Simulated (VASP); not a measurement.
# CsPbCl3 (Pmmm) in VASP: a series of runs

CsPbCl3 is run at these levels: PBE; tasks: single point.

Everything below comes from runs of VASP 6.6.1. Logs are shortened: lines on timing, memory, paths and dates and some standing lists are left out, and cuts for length are marked.

## 1. The cell of the first run

It takes space group Pmmm (No. 47, orthorhombic). The conventional cell has a = 5.563 Å, b = 5.605 Å, c = 5.647 Å, α = 90.00°, β = 90.00°, γ = 90.00°. Within 5.2 Å of Cs (site symmetry mmm) lie 12 Cl at 3.95 to 3.98 Å and 8 Pb at 4.85 Å. Within 3.7 Å of Pb (site symmetry mmm) lie 6 Cl at 2.78 to 2.82 Å. Cl (site symmetry mmm) has 2 Pb at 2.82 Å within 3.7 Å. Cl (site symmetry mmm) has 2 Pb at 2.78 Å within 3.7 Å. Cl (site symmetry mmm) has 2 Pb at 2.80 Å within 3.7 Å.

## 2. Single point, PBE (strain +0.0075 x Voigt [1, -1, 0, 0, 0, 0])

The input, INCAR:

```
SYSTEM = CsPbCl3
PREC     = Accurate       ! precision mode
ENCUT    = 520            ! plane-wave cutoff, eV
EDIFF    = 1E-7           ! SCF threshold, eV
ISMEAR   = 0              ! smearing method
SIGMA    = 0.05           ! smearing width, eV
LREAL    = .FALSE.        ! projectors in reciprocal space
LASPH    = .TRUE.         ! aspherical terms in the spheres
NELM     = 80             ! most SCF steps
ALGO     = Normal         ! electronic algorithm
ISIF     = 2              ! what is computed and relaxed
LWAVE    = .FALSE.        ! write WAVECAR
LCHARG   = .FALSE.        ! write CHGCAR
GGA      = PE             ! functional
NBANDS   = 30             ! bands
```

The input, KPOINTS:

```
Automatic mesh
0
G
  6 6 6
  0 0 0
```

The input, POSCAR:

```
CsPbCl3
1.0
    5.6470375000      0.0000000000      0.0000000000
    0.0000000000      5.5629625000      0.0000000000
    0.0000000000      0.0000000000      5.6050000000
Cs Pb Cl
1 1 3
Direct
    0.0000000000      0.0000000000      0.0000000000
    0.5000000000      0.5000000000      0.5000000000
    0.0000000000      0.5000000000      0.5000000000
    0.5000000000      0.0000000000      0.5000000000
    0.5000000000      0.5000000000      0.0000000000
```

Potentials or basis: VASP PAW PBE potentials, release 64 (Cs_sv, Pb_d, Cl).

Started as:

```console
$ cat potpaw_PBE.64/Cs_sv/POTCAR potpaw_PBE.64/Pb_d/POTCAR potpaw_PBE.64/Cl/POTCAR > POTCAR
$ mpirun -np 1 vasp_std > vasp.out
```

OUTCAR:

```text
SYSTEM = CsPbCl3
   PREC = Accurate
   ENCUT = 520
   EDIFF = 1E-7
   ISMEAR = 0
   LREAL = .FALSE.
   LASPH = .TRUE.
   NELM = 80
   ISIF = 2
   GGA = PE

 ion  position               nearest neighbor table
   1  0.000  0.000  0.000-
   2  0.500  0.500  0.500-   4 2.78   4 2.78   5 2.80   5 2.80   3 2.82   3 2.82
   3  0.000  0.500  0.500-   2 2.82   2 2.82
   4  0.500  0.000  0.500-   2 2.78   2 2.78
   5  0.500  0.500  0.000-   2 2.80   2 2.80

  LATTYP: Found a simple orthorhombic cell.
 ALAT       =     5.5629625000
 B/A-ratio  =     1.0075566751
 C/A-ratio  =     1.0151133501

  Lattice vectors:

 A1 = (   0.0000000000,   5.5629625000,   0.0000000000)
 A2 = (   0.0000000000,   0.0000000000,   5.6050000000)
 A3 = (   5.6470375000,   0.0000000000,   0.0000000000)

Analysis of symmetry for initial positions (statically):
=====================================================================
 Subroutine PRICEL returns:
 Original cell was already a primitive cell.

 Routine SETGRP: Setting up the symmetry group for a
 simple orthorhombic supercell.

 Subroutine GETGRP returns: Found  8 space group operations
 (whereof  8 operations were pure point group operations)
 out of a pool of  8 trial point group operations.

The static configuration has the point symmetry D_2h.

Analysis of symmetry for dynamics (positions and initial velocities):
=====================================================================
 Subroutine PRICEL returns:
 Original cell was already a primitive cell.

 Routine SETGRP: Setting up the symmetry group for a
 simple orthorhombic supercell.

 Subroutine GETGRP returns: Found  8 space group operations
 (whereof  8 operations were pure point group operations)
 out of a pool of  8 trial point group operations.

The dynamic configuration has the point symmetry D_2h.

 Subroutine INISYM returns: Found  8 space group operations
 (whereof  8 operations are pure point group operations),
 and found     1 'primitive' translations

----------------------------------------------------------------------------------------

                                     Primitive cell

  volume of cell :     176.0769

  direct lattice vectors                    reciprocal lattice vectors
     5.647037500  0.000000000  0.000000000     0.177084002  0.000000000  0.000000000
     0.000000000  5.562962500  0.000000000     0.000000000  0.179760335  0.000000000
     0.000000000  0.000000000  5.605000000     0.000000000  0.000000000  0.178412132

  length of vectors
     5.647037500  5.562962500  5.605000000     0.177084002  0.179760335  0.178412132

  position of ions in fractional coordinates (direct lattice)
     0.000000000  0.000000000  0.000000000
     0.500000000  0.500000000  0.500000000
     0.000000000  0.500000000  0.500000000
     0.500000000  0.000000000  0.500000000
     0.500000000  0.500000000  0.000000000

  ion indices of the primitive-cell ions
   primitive index   ion index
                 1           1
                 2           2
                 3           3
                 4           4
                 5           5

----------------------------------------------------------------------------------------

 KPOINTS: Automatic mesh

Automatic generation of k-mesh.
 Grid dimensions read from file:
 generate k-points for:    6    6    6

 Generating k-lattice:

  Cartesian coordinates                     Fractional coordinates (reciprocal lattice)
     0.029514000  0.000000000  0.000000000     0.166666667  0.000000000  0.000000000
     0.000000000  0.029960056  0.000000000     0.000000000  0.166666667  0.000000000
     0.000000000  0.000000000  0.029735355     0.000000000  0.000000000  0.166666667

  Length of vectors
     0.029514000  0.029960056  0.029735355

  Shift w.r.t. Gamma in fractional coordinates (k-lattice)
     0.000000000  0.000000000  0.000000000

 Subroutine IBZKPT returns following result:
 ===========================================

 Found     64 irreducible k-points:

 Following reciprocal coordinates:
            Coordinates               Weight
  0.000000  0.000000  0.000000      1.000000
  0.166667  0.000000  0.000000      2.000000
  0.333333  0.000000  0.000000      2.000000
  0.500000  0.000000  0.000000      1.000000
  0.000000  0.166667  0.000000      2.000000
  0.166667  0.166667  0.000000      4.000000
[... 16 lines left out ...]
  0.333333  0.166667  0.166667      8.000000
  0.500000  0.166667  0.166667      4.000000
 [... further k-points ...]
   k-points           NKPTS =     64   k-points in BZ     NKDIM =     64   number of bands    NBANDS=     30
   number of dos      NEDOS =    301   number of ions     NIONS =      5
   total plane-waves  NPLWV =  74088
   dimension x,y,z NGX =    42 NGY =   42 NGZ =   42
   dimension x,y,z NGXF=    84 NGYF=   84 NGZF=   84
   ions per type =               1   1   3
   NGX,Y,Z   is equivalent  to a cutoff of  12.36, 12.55, 12.46 a.u.
   NGXF,Y,Z  is equivalent  to a cutoff of  24.73, 25.10, 24.91 a.u.
 SYSTEM =  CsPbCl3
   PREC   = accura    normal or accurate (medium, high low for compatibility)
   ISTART =      0    job   : 0-new  1-cont  2-samecut
   ICHARG =      2    charge: 1-file 2-atom 10-const
   ISPIN  =      1    spin polarized calculation?
   LNONCOLLINEAR =      F non collinear calculations
   LSORBIT =      F    spin-orbit coupling
   LASPH  =      T    aspherical Exc in radial PAW
   ENCUT  =  520.0 eV  38.22 Ry    6.18 a.u.  10.50 10.34 10.42*2*pi/ulx,y,z
   NELM   =     80;   NELMIN=  2; NELMDL= -5     # of ELM steps
   EDIFF  = 0.1E-06   stopping-criterion for ELM
   LREAL  =      F    real-space projection
   EDIFFG = 0.1E-05   stopping-criterion for IOM
   NSW    =      0    number of steps for IOM
   IBRION =     -1    ionic relax: 0-MD 1-quasi-New 2-CG
   NFREE  =      0    steps in history (QN), initial steepest desc. (CG)
   ISIF   =      2    stress and relaxation
   ISYM   =      2    0-nonsym 1-usesym 2-fastsym
   POTIM  = 0.5000    time-step for ionic-motion
   TEBEG  =    0.0;   TEEND  =   0.0 temperature during run
   PSTRESS=    0.0 pullay stress
   NELECT =      44.0000    total number of electrons
   NUPDOWN=      -1.0000    fix difference up-down
   EMIN   =  10.00;   EMAX   =-10.00  energy-range for DOS
   EFERMI =   0.00;   METHOD = LEGACY
   ISMEAR =     0;   SIGMA  =   0.05  broadening in eV -4-tet -1-fermi 0-gaus
   EFERMI_NEDOS =   21; number of points for ismear=-14 and -15
   IALGO  =     38    algorithm
   IMIX   =      4    mixing-type and parameters
     AMIX     =   0.40;   BMIX     =  1.00
     AMIX_MAG =   1.60;   BMIX_MAG =  1.00
  volume/ion in A,a.u.               =      35.22       237.65
  Fermi-wavevector in a.u.,A,eV,Ry     =   1.031157  1.948605 14.466876  1.063285
  Thomas-Fermi vector in A             =   2.165291
   LORBIT       =      0    0 simple, 1 ext, 2 COOP (PROOUT), +10 PAW based schemes
   GGA     = PE    functional components
   LHFCALC =     F    Hartree Fock is set to
   AEXX    =    0.0000 exact exchange contribution
   IVDW    =     0    specifies the selected vdW correction
   LEPSILON=     F    determine dielectric tensor
   LRPA    =     F    only Hartree local field effects (RPA)
 non-spin polarized calculation
 Gauss-broadening in eV      SIGMA  =   0.05
  energy-cutoff  :      520.00
  volume of cell :      176.08
 maximum number of plane-waves:      4771
 NGX is ok and might be reduce to    42
   NGX = 21   NGY = 21   NGZ = 21

 number of electron      44.0000003 magnetization

 Free energy of the ion-electron system (eV)
  ---------------------------------------------------
  ext. energy  EPLUGINS =         0.00000000
  ---------------------------------------------------
  free energy    TOTEN  =       -17.49635710 eV

  energy without entropy =      -17.49635710  energy(sigma->0) =      -17.49635710

 E-fermi :   2.0736     XC(G=0):  -7.8208

 val. band max:        1.8108621177   @ k =   0.5000   0.5000   0.5000
 cond. band min:       3.6925698210   @ k =   0.5000   0.5000   0.5000
 fundamental gap:      1.8817077033
 Fermi energy:         2.0736383040

 k-point     1 :       0.0000    0.0000    0.0000
  band No.  band energies     occupation
      1     -19.5670      2.00000
      2     -15.0248      2.00000
      3     -14.9989      2.00000
      4     -14.7663      2.00000
      5     -14.7640      2.00000
      6     -14.7617      2.00000
[... 22 lines left out ...]
     29       7.8751      0.00000
     30       7.9977      0.00000

 k-point     2 :       0.1667    0.0000    0.0000
  band No.  band energies     occupation
      1     -19.5665      2.00000
      2     -15.0238      2.00000
      3     -14.9772      2.00000
      4     -14.7666      2.00000
      5     -14.7644      2.00000
      6     -14.7617      2.00000
[... 22 lines left out ...]
     29       7.1574      0.00000
     30       8.0201      0.00000

 k-point     3 :       0.3333    0.0000    0.0000
  band No.  band energies     occupation
      1     -19.5654      2.00000
      2     -15.0231      2.00000
      3     -14.9315      2.00000
      4     -14.7673      2.00000
      5     -14.7650      2.00000
      6     -14.7617      2.00000
[... 22 lines left out ...]
     29       7.3603      0.00000
     30       8.3223      0.00000

 k-point     4 :       0.5000    0.0000    0.0000
  band No.  band energies     occupation
      1     -19.5649      2.00000
      2     -15.0230      2.00000
      3     -14.9079      2.00000
      4     -14.7676      2.00000
      5     -14.7654      2.00000
      6     -14.7616      2.00000
[... 616 lines left out ...]
     29       7.6323      0.00000
     30       7.6487      0.00000

 k-point    23 :       0.3333    0.1667    0.1667
  band No.  band energies     occupation
      1     -19.5644      2.00000
      2     -14.9815      2.00000
      3     -14.9132      2.00000
      4     -14.7676      2.00000
      5     -14.7654      2.00000
      6     -14.7624      2.00000
[... 22 lines left out ...]
     29       7.7395      0.00000
     30       8.1407      0.00000

 k-point    24 :       0.5000    0.1667    0.1667
  band No.  band energies     occupation
      1     -19.5640      2.00000
      2     -14.9813      2.00000
      3     -14.8880      2.00000
      4     -14.7680      2.00000
      5     -14.7658      2.00000
      6     -14.7624      2.00000
[... 22 lines left out ...]
     29       7.8359      0.00000
     30       8.3361      0.00000

 [... further k-points ...]

------------------------ aborting loop because EDIFF is reached ----------------------------------------

  FORCE on cell =-STRESS in cart. coord.  units (eV):
  Direction    XX          YY          ZZ          XY          YZ          ZX
  --------------------------------------------------------------------------------------
  -------------------------------------------------------------------------------------
  Total        1.4568159      2.3742132      1.8979606      0.0000000      0.0000000      0.0000000
  in kB       13.2560104     21.6036867     17.2701196      0.0000000      0.0000000      0.0000000
  external PRESSURE =      17.3766056 kB  Pullay stress =       0.0000000 kB

 VOLUME and BASIS-vectors are now :
 -----------------------------------------------------------------------------
  energy-cutoff  :      520.00
  volume of cell :      176.08
      direct lattice vectors                 reciprocal lattice vectors
     5.647037500  0.000000000  0.000000000     0.177084002  0.000000000  0.000000000
     0.000000000  5.562962500  0.000000000     0.000000000  0.179760335  0.000000000
     0.000000000  0.000000000  5.605000000     0.000000000  0.000000000  0.178412132

 POSITION                                       TOTAL-FORCE (eV/Angst)
 -----------------------------------------------------------------------------------
      0.00000      0.00000      0.00000         0.000000      0.000000      0.000000
      2.82352      2.78148      2.80250         0.000000      0.000000      0.000000
      0.00000      2.78148      2.80250         0.000000      0.000000      0.000000
      2.82352      0.00000      2.80250         0.000000      0.000000      0.000000
      2.82352      2.78148      0.00000         0.000000      0.000000      0.000000
 -----------------------------------------------------------------------------------
    total drift:                                0.000000     -0.000000     -0.000000

  FREE ENERGIE OF THE ION-ELECTRON SYSTEM (eV)
  ---------------------------------------------------
  free  energy   TOTEN  =       -17.4963570977 eV

  energy  without entropy=      -17.4963570977  energy(sigma->0) =      -17.49635710
```

Wall time 2.9 min (1 thread of Intel Xeon Platinum 8488C (Sapphire Rapids), shared host); peak memory 0.46 GiB.

Results:

```
Free energy            : -17.4964 eV
Pressure               : 1.7 GPa
Band gap on the k mesh : 1.88 eV
```

Stress tensor (GPa, compression positive):
```
1.33 0.00 0.00
0.00 2.16 0.00
0.00 0.00 1.73
```

Caveat: the cell differs from its parent crystal (strain +0.0075 x Voigt [1, -1, 0, 0, 0, 0]); spin-orbit coupling is left out, which moves the levels of the heavy elements.

## 3. Single point, PBE (strain +0.0150 x Voigt [1, -1, 0, 0, 0, 0])

The input, INCAR:

```
SYSTEM = CsPbCl3
ALGO = Normal ; EDIFF = 1E-6
ENCUT = 520 ; GGA = PE
ISIF = 2 ; ISMEAR = 0
LASPH = .TRUE. ; LCHARG = .TRUE.
LELF = .TRUE. ; LREAL = .FALSE.
LVHAR = .TRUE. ; LWAVE = .FALSE.
NBANDS = 30 ; NELM = 100
PREC = Accurate ; SIGMA = 0.05
```

The input, KPOINTS:

```
k-points
0
G
  6 6 6
  0 0 0
```

POSCAR: that of step 2 with these lines changed.

```diff
@@ -2,4 +2,4 @@
 1.0
-    5.6470375000      0.0000000000      0.0000000000
-    0.0000000000      5.5629625000      0.0000000000
+    5.6890750000      0.0000000000      0.0000000000
+    0.0000000000      5.5209250000      0.0000000000
     0.0000000000      0.0000000000      5.6050000000
```

Potentials or basis: VASP PAW PBE potentials, release 64 (Cs_sv, Pb_d, Cl).

Started as:

```console
$ cat potpaw_PBE.64/Cs_sv/POTCAR potpaw_PBE.64/Pb_d/POTCAR potpaw_PBE.64/Cl/POTCAR > POTCAR
$ mpirun -np 1 vasp_std > vasp.out
```

OUTCAR:

```text
SYSTEM = CsPbCl3
   EDIFF = 1E-6
   ENCUT = 520
   GGA = PE
   ISIF = 2
   ISMEAR = 0
   LASPH = .TRUE.
   LREAL = .FALSE.
   NELM = 100
   PREC = Accurate

 ion  position               nearest neighbor table
   1  0.000  0.000  0.000-
   2  0.500  0.500  0.500-   4 2.76   4 2.76   5 2.80   5 2.80   3 2.84   3 2.84
   3  0.000  0.500  0.500-   2 2.84   2 2.84
   4  0.500  0.000  0.500-   2 2.76   2 2.76
   5  0.500  0.500  0.000-   2 2.80   2 2.80

  LATTYP: Found a simple orthorhombic cell.
 ALAT       =     5.5209250000
[... 994 lines left out ...]
  --------------------------------------------------------------------------------------
  -------------------------------------------------------------------------------------
  Total        1.0492805      2.8888773      1.8985720      0.0000000      0.0000000      0.0000000
  in kB        9.5493339     26.2912085     17.2785989      0.0000000      0.0000000      0.0000000
  external PRESSURE =      17.7063804 kB  Pullay stress =       0.0000000 kB

 VOLUME and BASIS-vectors are now :
 -----------------------------------------------------------------------------
  energy-cutoff  :      520.00
  volume of cell :      176.05
      direct lattice vectors                 reciprocal lattice vectors
     5.689075000  0.000000000  0.000000000     0.175775500  0.000000000  0.000000000
     0.000000000  5.520925000  0.000000000     0.000000000  0.181129068  0.000000000
     0.000000000  0.000000000  5.605000000     0.000000000  0.000000000  0.178412132

 POSITION                                       TOTAL-FORCE (eV/Angst)
 -----------------------------------------------------------------------------------
      0.00000      0.00000      0.00000         0.000000      0.000000      0.000000
      2.84454      2.76046      2.80250         0.000000      0.000000      0.000000
      0.00000      2.76046      2.80250         0.000000      0.000000      0.000000
      2.84454      0.00000      2.80250         0.000000      0.000000      0.000000
      2.84454      2.76046      0.00000         0.000000      0.000000      0.000000
 -----------------------------------------------------------------------------------
    total drift:                                0.000000     -0.000000     -0.000000

  FREE ENERGIE OF THE ION-ELECTRON SYSTEM (eV)
  ---------------------------------------------------
  free  energy   TOTEN  =       -17.4857185933 eV

  energy  without entropy=      -17.4857185933  energy(sigma->0) =      -17.48571859
```

Wall time 2.7 min (1 thread of Intel Xeon Platinum 8559C (Emerald Rapids), shared host); peak memory 0.46 GiB.

What came out:

- Free energy: -17.4857 eV
- Pressure: 1.8 GPa
- Band gap on the k mesh: 1.82 eV

Caveat: the cell differs from its parent crystal (strain +0.0150 x Voigt [1, -1, 0, 0, 0, 0]); spin-orbit coupling is left out, which moves the levels of the heavy elements. A k mesh can miss the band edges.
